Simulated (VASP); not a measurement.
**ZrO2 (Cubic zirconia): single point with PBEsol**

Crystal: ZrO2 (Cubic zirconia).

```
Zr O
1.0
     0.00000    2.53500    2.53500
     2.53500    0.00000    2.53500
     2.53500    2.53500    0.00000
Zr O
1 2
Direct
  0.00000 0.00000 0.00000
  0.25000 0.25000 0.25000
  0.75000 0.75000 0.75000
```

* Program: VASP 6.6.1
* Task: single point
* Functional: PBEsol
* Potentials or basis: VASP PAW PBE potentials, release 64 (Zr_sv, O)
* Cutoff: 600 eV
* k mesh: 5 × 5 × 5
* Occupations: gaussian, width 0.01 eV
* Spin: no spin polarisation
* Dipole correction: no
* Further INCAR settings: ALGO = Normal; EDIFF = 1e-06; NBANDS = 19

The pressure is -0.7 GPa. The band gap on the k mesh is 3.51 eV, indirect (least direct gap 3.86 eV).

Levels at points of the mesh, in eV from the valence-band top:
```csv
k point,band 9,band 10,band 11,band 12,band 13,band 14,band 15,band 16
"(0.00, 0.00, 0.00)",-5.16,-0.35,-0.35,-0.35,3.51,3.51,6.66,9.74
```

It took 27 s on 1 thread of Intel Xeon 8259CL (shared host), peak memory 0.16 GiB.

Caveat: the k points lie up to 0.43 Å⁻¹ apart; the PAW data sets were made with another functional, which shifts forces and pressure a little. A k mesh can miss the band edges.
